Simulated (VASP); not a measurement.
# ReHg (Pm-3m) in VASP: further runs

ReHg is run at these levels: PBE; tasks: single point, relaxation of cell and atoms.

Program: VASP 6.6.1. These are calculated values, not measurements. Logs are shortened: lines on timing, memory, paths and dates and some standing lists are left out, and cuts for length are marked.

## Step 1: The cell of the first run

The structure is cubic, space group Pm-3m (No. 221). Conventional cell: a = 3.667 Å, b = 3.667 Å, c = 3.667 Å, α = 90.00°, β = 90.00°, γ = 90.00°. Within 4.2 Å of Re (site symmetry m-3m) lie 8 Hg at 3.18 Å and 6 Re at 3.67 Å. Within 4.2 Å of Hg (site symmetry m-3m) lie 8 Re at 3.18 Å and 6 Hg at 3.67 Å.

The cell was generated, and may not be a known phase.

## Step 2: Single point, PBE

Contents of INCAR:

```
SYSTEM = ReHg
PREC = Accurate
ENCUT = 520
EDIFF = 1E-6
ISMEAR = 0
SIGMA = 0.1
LREAL = .False.
LASPH = .True.
NELM = 60
ALGO = Normal
ISIF = 2
LWAVE = .False.
LCHARG = .True.
GGA = PE
LELF = .True.
LVHAR = .True.
NBANDS = 16
```

Contents of KPOINTS:

```
Automatic mesh
0
Gamma
  6 6 6
  0 0 0
```

Contents of POSCAR:

```
ReHg
1.0
    3.6667748200      0.0000000000      0.0000000000
    0.0000000000      3.6667748200      0.0000000000
    0.0000000000      0.0000000000      3.6667748200
Re Hg
1 1
Direct
    0.5000000000      0.5000000000      0.5000000000
    0.0000000000      0.0000000000      0.0000000000
```

Potentials or basis: VASP PAW PBE potentials, release 64 (Re, Hg).

The run is started by

```bash
> cat potpaw_PBE.64/Re/POTCAR potpaw_PBE.64/Hg/POTCAR > POTCAR
> mpirun -np 1 vasp_std > vasp.out
```

OUTCAR:

```text
SYSTEM = ReHg
   PREC = Accurate
   ENCUT = 520
   EDIFF = 1E-6
   ISMEAR = 0
   LREAL = .False.
   LASPH = .True.
   NELM = 60
   ISIF = 2
   GGA = PE

 ion  position               nearest neighbor table
   1  0.500  0.500  0.500-   2 3.18   2 3.18   2 3.18   2 3.18   2 3.18   2 3.18   2 3.18   2 3.18

   2  0.000  0.000  0.000-   1 3.18   1 3.18   1 3.18   1 3.18   1 3.18   1 3.18   1 3.18   1 3.18

  LATTYP: Found a simple cubic cell.
 ALAT       =     3.6667748200

  Lattice vectors:

 A1 = (   3.6667748200,   0.0000000000,   0.0000000000)
 A2 = (   0.0000000000,   3.6667748200,   0.0000000000)
 A3 = (   0.0000000000,   0.0000000000,   3.6667748200)

Analysis of symmetry for initial positions (statically):
=====================================================================
 Subroutine PRICEL returns:
 Original cell was already a primitive cell.

 Routine SETGRP: Setting up the symmetry group for a
 simple cubic supercell.

 Subroutine GETGRP returns: Found 48 space group operations
 (whereof 48 operations were pure point group operations)
 out of a pool of 48 trial point group operations.

The static configuration has the point symmetry O_h .

Analysis of symmetry for dynamics (positions and initial velocities):
=====================================================================
 Subroutine PRICEL returns:
 Original cell was already a primitive cell.

 Routine SETGRP: Setting up the symmetry group for a
 simple cubic supercell.

 Subroutine GETGRP returns: Found 48 space group operations
 (whereof 48 operations were pure point group operations)
 out of a pool of 48 trial point group operations.

The dynamic configuration has the point symmetry O_h .

 Subroutine INISYM returns: Found 48 space group operations
 (whereof 48 operations are pure point group operations),
 and found     1 'primitive' translations

----------------------------------------------------------------------------------------

                                     Primitive cell

  volume of cell :      49.3007

  direct lattice vectors                    reciprocal lattice vectors
     3.666774820  0.000000000  0.000000000     0.272719229  0.000000000  0.000000000
     0.000000000  3.666774820  0.000000000     0.000000000  0.272719229  0.000000000
     0.000000000  0.000000000  3.666774820     0.000000000  0.000000000  0.272719229

  length of vectors
     3.666774820  3.666774820  3.666774820     0.272719229  0.272719229  0.272719229

  position of ions in fractional coordinates (direct lattice)
     0.500000000  0.500000000  0.500000000
     0.000000000  0.000000000  0.000000000

  ion indices of the primitive-cell ions
   primitive index   ion index
                 1           1
                 2           2

----------------------------------------------------------------------------------------

 KPOINTS: Automatic mesh

Automatic generation of k-mesh.
 Grid dimensions read from file:
 generate k-points for:    6    6    6

 Generating k-lattice:

  Cartesian coordinates                     Fractional coordinates (reciprocal lattice)
     0.045453205  0.000000000  0.000000000     0.166666667  0.000000000  0.000000000
     0.000000000  0.045453205  0.000000000     0.000000000  0.166666667  0.000000000
     0.000000000  0.000000000  0.045453205     0.000000000  0.000000000  0.166666667

  Length of vectors
     0.045453205  0.045453205  0.045453205

  Shift w.r.t. Gamma in fractional coordinates (k-lattice)
     0.000000000  0.000000000  0.000000000

 Subroutine IBZKPT returns following result:
 ===========================================

 Found     20 irreducible k-points:

 Following reciprocal coordinates:
            Coordinates               Weight
  0.000000  0.000000  0.000000      1.000000
  0.166667  0.000000  0.000000      6.000000
  0.333333  0.000000  0.000000      6.000000
  0.500000  0.000000  0.000000      3.000000
  0.166667  0.166667  0.000000     12.000000
  0.333333  0.166667  0.000000     24.000000
[... 12 lines left out ...]
  0.500000  0.500000  0.333333      6.000000
  0.500000  0.500000  0.500000      1.000000
   k-points           NKPTS =     20   k-points in BZ     NKDIM =     20   number of bands    NBANDS=     16
   number of dos      NEDOS =    301   number of ions     NIONS =      2
   total plane-waves  NPLWV =  21952
   dimension x,y,z NGX =    28 NGY =   28 NGZ =   28
   dimension x,y,z NGXF=    56 NGYF=   56 NGZF=   56
   ions per type =               1   1
   NGX,Y,Z   is equivalent  to a cutoff of  12.69, 12.69, 12.69 a.u.
   NGXF,Y,Z  is equivalent  to a cutoff of  25.39, 25.39, 25.39 a.u.
 SYSTEM =  ReHg
   PREC   = accura    normal or accurate (medium, high low for compatibility)
   ISTART =      0    job   : 0-new  1-cont  2-samecut
   ICHARG =      2    charge: 1-file 2-atom 10-const
   ISPIN  =      1    spin polarized calculation?
   LNONCOLLINEAR =      F non collinear calculations
   LSORBIT =      F    spin-orbit coupling
   LASPH  =      T    aspherical Exc in radial PAW
   ENCUT  =  520.0 eV  38.22 Ry    6.18 a.u.   6.82  6.82  6.82*2*pi/ulx,y,z
   NELM   =     60;   NELMIN=  2; NELMDL= -5     # of ELM steps
   EDIFF  = 0.1E-05   stopping-criterion for ELM
   LREAL  =      F    real-space projection
   EDIFFG = 0.1E-04   stopping-criterion for IOM
   NSW    =      0    number of steps for IOM
   IBRION =     -1    ionic relax: 0-MD 1-quasi-New 2-CG
   NFREE  =      0    steps in history (QN), initial steepest desc. (CG)
   ISIF   =      2    stress and relaxation
   ISYM   =      2    0-nonsym 1-usesym 2-fastsym
   POTIM  = 0.5000    time-step for ionic-motion
   TEBEG  =    0.0;   TEEND  =   0.0 temperature during run
   PSTRESS=    0.0 pullay stress
   NELECT =      19.0000    total number of electrons
   NUPDOWN=      -1.0000    fix difference up-down
   EMIN   =  10.00;   EMAX   =-10.00  energy-range for DOS
   EFERMI =   0.00;   METHOD = LEGACY
   ISMEAR =     0;   SIGMA  =   0.10  broadening in eV -4-tet -1-fermi 0-gaus
   EFERMI_NEDOS =   21; number of points for ismear=-14 and -15
   IALGO  =     38    algorithm
   IMIX   =      4    mixing-type and parameters
     AMIX     =   0.40;   BMIX     =  1.00
     AMIX_MAG =   1.60;   BMIX_MAG =  1.00
  volume/ion in A,a.u.               =      24.65       166.35
  Fermi-wavevector in a.u.,A,eV,Ry     =   1.191357  2.251338 19.311166  1.419331
  Thomas-Fermi vector in A             =   2.327420
   LORBIT       =      0    0 simple, 1 ext, 2 COOP (PROOUT), +10 PAW based schemes
   GGA     = PE    functional components
   LHFCALC =     F    Hartree Fock is set to
   AEXX    =    0.0000 exact exchange contribution
   IVDW    =     0    specifies the selected vdW correction
   LEPSILON=     F    determine dielectric tensor
   LRPA    =     F    only Hartree local field effects (RPA)
 non-spin polarized calculation
 Gauss-broadening in eV      SIGMA  =   0.10
  energy-cutoff  :      520.00
  volume of cell :       49.30
 maximum number of plane-waves:      1357
 NGX is ok and might be reduce to    28
   NGX = 13   NGY = 13   NGZ = 13

 number of electron      19.0000000 magnetization

 Free energy of the ion-electron system (eV)
  ---------------------------------------------------
  ext. energy  EPLUGINS =         0.00000000
  ---------------------------------------------------
  free energy    TOTEN  =        -8.15949820 eV

  energy without entropy =       -8.14057501  energy(sigma->0) =       -8.15003660

 E-fermi :   2.5281     XC(G=0): -10.8687

 val. band max:        2.4724916007   @ k =   0.1667   0.1667   0.1667
 cond. band min:       2.5976939958   @ k =   0.1667   0.0000   0.0000
 fundamental gap:      0.1252023951
 Fermi energy:         2.5280909129

 k-point     1 :       0.0000    0.0000    0.0000
  band No.  band energies     occupation
      1      -5.1600      2.00000
      2      -4.2702      2.00000
      3      -4.2702      2.00000
      4      -3.6903      2.00000
      5      -3.6903      2.00000
      6      -3.6903      2.00000
[... 8 lines left out ...]
     15       8.2284      0.00000
     16      14.9788      0.00000

 k-point     2 :       0.1667    0.0000    0.0000
  band No.  band energies     occupation
      1      -4.7943      2.00000
      2      -4.2267      2.00000
      3      -4.1375      2.00000
      4      -3.7248      2.00000
      5      -3.7248      2.00000
      6      -3.6674      2.00000
[... 8 lines left out ...]
     15      10.1943      0.00000
     16      14.6017      0.00000

 k-point     3 :       0.3333    0.0000    0.0000
  band No.  band energies     occupation
      1      -4.1528      2.00000
      2      -4.1363      2.00000
      3      -3.7926      2.00000
      4      -3.7926      2.00000
      5      -3.6209      2.00000
      6      -3.4142      2.00000
[... 8 lines left out ...]
     15      11.0641      0.00000
     16      13.9646      0.00000

 k-point     4 :       0.5000    0.0000    0.0000
  band No.  band energies     occupation
      1      -4.0895      2.00000
      2      -3.9993      2.00000
      3      -3.8259      2.00000
      4      -3.8259      2.00000
      5      -3.5973      2.00000
      6      -1.6928      2.00000
[... 8 lines left out ...]
     15      12.8317      0.00000
     16      12.8358      0.00000
[... 248 lines left out ...]
 k-point    18 :       0.5000    0.3333    0.3333
  band No.  band energies     occupation
      1      -4.2219      2.00000
      2      -4.0770      2.00000
      3      -4.0400      2.00000
      4      -3.5681      2.00000
      5      -3.4282      2.00000
      6      -0.8948      2.00000
[... 8 lines left out ...]
     15       8.7314      0.00000
     16       9.4222      0.00000

 k-point    19 :       0.5000    0.5000    0.3333
  band No.  band energies     occupation
      1      -4.2194      2.00000
      2      -4.0921      2.00000
      3      -4.0921      2.00000
      4      -3.5093      2.00000
      5      -3.3056      2.00000
      6      -0.4477      2.00000
[... 8 lines left out ...]
     15       9.4020      0.00000
     16       9.5145      0.00000

 k-point    20 :       0.5000    0.5000    0.5000
  band No.  band energies     occupation
      1      -4.1358      2.00000
      2      -4.1358      2.00000
      3      -4.1358      2.00000
      4      -3.3022      2.00000
      5      -3.3022      2.00000
      6       0.2903      2.00000
[... 8 lines left out ...]
     15       7.3607      0.00000
     16       9.1028      0.00000

------------------------ aborting loop because EDIFF is reached ----------------------------------------

  FORCE on cell =-STRESS in cart. coord.  units (eV):
  Direction    XX          YY          ZZ          XY          YZ          ZX
  --------------------------------------------------------------------------------------
  -------------------------------------------------------------------------------------
  Total       -8.1944614     -8.1944614     -8.1944614      0.0000000      0.0000000      0.0000000
  in kB     -266.3043590   -266.3043590   -266.3043590      0.0000000      0.0000000      0.0000000
  external PRESSURE =    -266.3043590 kB  Pullay stress =       0.0000000 kB

 VOLUME and BASIS-vectors are now :
 -----------------------------------------------------------------------------
  energy-cutoff  :      520.00
  volume of cell :       49.30
      direct lattice vectors                 reciprocal lattice vectors
     3.666774820  0.000000000  0.000000000     0.272719229  0.000000000  0.000000000
     0.000000000  3.666774820  0.000000000     0.000000000  0.272719229  0.000000000
     0.000000000  0.000000000  3.666774820     0.000000000  0.000000000  0.272719229

 POSITION                                       TOTAL-FORCE (eV/Angst)
 -----------------------------------------------------------------------------------
      1.83339      1.83339      1.83339         0.000000      0.000000      0.000000
      0.00000      0.00000      0.00000         0.000000      0.000000      0.000000
 -----------------------------------------------------------------------------------
    total drift:                                0.000000      0.000000      0.000000

  FREE ENERGIE OF THE ION-ELECTRON SYSTEM (eV)
  ---------------------------------------------------
  free  energy   TOTEN  =        -8.1594981998 eV

  energy  without entropy=       -8.1405750096  energy(sigma->0) =       -8.15003660
```

It took 9.1 s on 1 thread of AMD EPYC 9R45 (Zen 5), shared host; peak memory 0.13 GiB.

What came out:

- Free energy: -8.1595 eV
- Pressure: -26.6 GPa
- Band gap on the k mesh: zero (an odd number of electrons rules out a gap without spin polarisation)

Caveat: the cell stands under tension; spin-orbit coupling is left out, which moves the levels of the heavy elements.

## Step 3: Single point, PBE

This run uses another cell than the first one, of 17.16 Å³/atom.

Contents of INCAR:

```
  PREC = Accurate
  ENCUT = 520
  EDIFF = 1E-6
  ISMEAR = 0
  SIGMA = 0.1
  LREAL = False
  LASPH = True
  NELM = 80
  ALGO = Normal
  ISIF = 2
  LWAVE = False
  LCHARG = False
  GGA = PE
  NBANDS = 16
```

Contents of KPOINTS:

```
regular mesh
0
Gamma
  18 18 18
```

Contents of POSCAR:

```
ReHg
1.0
    3.2495945485      0.0000000000      0.0000000000
    0.0000000000      3.2495945485      0.0000000000
    0.0000000000      0.0000000000      3.2495945485
Re Hg
1 1
Direct
    0.5000000000      0.5000000000      0.5000000000
    0.0000000000      0.0000000000      0.0000000000
```

Potentials or basis: VASP PAW PBE potentials, release 64 (Re, Hg).

The run is started by

```bash
> cat potpaw_PBE.64/Re/POTCAR potpaw_PBE.64/Hg/POTCAR > POTCAR
> mpirun -np 1 vasp_std > vasp.out
```

Run time: 46 s. Hardware: 1 thread of AMD EPYC 9R45 (Zen 5), shared host; peak memory 0.22 GiB.

Results (log left out):

```yaml
Free_energy: -10.0091 eV
Pressure: 1.3 GPa
Band_gap_on_the_k_mesh: zero (an odd number of electrons rules out a gap without spin polarisation)
```

Levels at points of the mesh, in eV from the Fermi level:
| k point | band 8 | band 9 | band 10 | band 11 | band 12 | band 13 |
| --- | --- | --- | --- | --- | --- | --- |
| (0.00, 0.00, 0.00) | -1.85 | 0.92 | 0.92 | 0.92 | 5.68 | 5.68 |
| (0.50, 0.00, 0.00) | -2.81 | -1.50 | -1.50 | 0.34 | 1.86 | 11.74 |
| (0.50, 0.50, 0.00) | -1.30 | -1.30 | 0.57 | 0.57 | 1.59 | 4.82 |
| (0.50, 0.50, 0.50) | -4.07 | 0.25 | 1.69 | 1.69 | 5.44 | 6.37 |

Caveat: spin-orbit coupling is left out, which moves the levels of the heavy elements.

## Step 4: Relaxation of cell and atoms, PBE

This run uses another cell than the first one, of 17.22 Å³/atom.

Contents of INCAR:

```
SYSTEM = ReHg
  PREC = Accurate
  ENCUT = 600
  EDIFF = 1E-6
  ISMEAR = 0
  SIGMA = 0.1
  LREAL = .False.
  LASPH = .True.
  NELM = 80
  ALGO = Fast
  ISIF = 3
  LWAVE = .False.
  LCHARG = .False.
  GGA = PE
  IBRION = 2
  NSW = 100
  EDIFFG = -0.01
```

Contents of KPOINTS:

```
regular mesh
0
Gamma
  18 18 18
  0 0 0
```

Contents of POSCAR:

```
ReHg
1.0
    3.2535866180      0.0000000000      0.0000000000
    0.0000000000      3.2535866180      0.0000000000
    0.0000000000      0.0000000000      3.2535866180
Re Hg
1 1
Direct
    0.5000000000      0.5000000000      0.5000000000
    0.0000000000      0.0000000000      0.0000000000
```

The run is started by

```bash
> cat potpaw_PBE.64/Re/POTCAR potpaw_PBE.64/Hg/POTCAR > POTCAR
> mpirun -np 1 vasp_std > vasp.out
```

Run time: 2.5 min. Hardware: 1 thread of AMD EPYC 9R45 (Zen 5), shared host; peak memory 0.26 GiB.

Results (log left out):

* Free energy: -10.0113 eV
* Relaxed volume: 17.28 Å³/atom
* Relaxed cell: a = 3.257 Å, b = 3.257 Å, c = 3.257 Å, α = 90.00°, β = 90.00°, γ = 90.00°
* Space group after relaxing (to 0.1 Å): Pm-3m (No. 221)
* Energy gained by relaxing: 0.1 meV/atom
* Ionic steps: 3
* Pressure after relaxing: 0.0 GPa
* Band gap on the k mesh: zero (an odd number of electrons rules out a gap without spin polarisation)

The path:
```csv
step,energy change (eV),largest force (eV/Å),pressure (GPa),volume (Å³)
1,0.0000,0.0000,0.68,34.44
2,0.0010,0.0000,-1.43,34.81
3,-0.0002,0.0000,0.00,34.55
```

Final structure:
```
Re Hg
1.0
     3.25701    0.00000    0.00000
     0.00000    3.25701    0.00000
     0.00000    0.00000    3.25701
Re Hg
1 1
Direct
  0.50000 0.50000 0.50000
  0.00000 0.00000 0.00000
```

Levels at points of the mesh, in eV from the Fermi level:
| k point | band 7 | band 8 | band 9 | band 10 | band 11 | band 12 | band 13 |
| --- | --- | --- | --- | --- | --- | --- | --- |
| (0.00, 0.00, 0.00) | -1.84 | -1.84 | 0.91 | 0.91 | 0.91 | 5.67 | 5.67 |
| (0.50, 0.00, 0.00) | -4.97 | -2.78 | -1.48 | -1.48 | 0.34 | 1.85 | 11.68 |
| (0.50, 0.50, 0.00) | -1.33 | -1.28 | -1.28 | 0.56 | 0.56 | 1.58 | 4.76 |
| (0.50, 0.50, 0.50) | -4.02 | -4.02 | 0.23 | 1.68 | 1.68 | 5.39 | 6.33 |

Caveat: spin-orbit coupling is left out, which moves the levels of the heavy elements.

## Step 5: Overview

```csv
task,cell,k mesh,cutoff (eV),gap on the mesh (eV),pressure (GPa)
single point,"a = 3.667 Å, 2 atoms",6 × 6 × 6,520,none,-26.6
single point,"a = 3.250 Å, 2 atoms",18 × 18 × 18,520,none,1.3
relaxation of cell and atoms,"relaxed from a = 3.254 Å, 2 atoms",18 × 18 × 18,600,none,0.0
```

Alike in all rows: level PBE; potentials or basis VASP PAW PBE potentials, release 64 (Re, Hg); no spin polarisation; smearing gaussian 0.1 eV.

Caveats: spin-orbit coupling is left out, which moves the levels of the heavy elements; the cell stands under tension (at least some runs).

Absolute energies hang on the potentials; compare differences alone.

The gap in the log of VASP goes by the Fermi energy; the results here count the filled bands.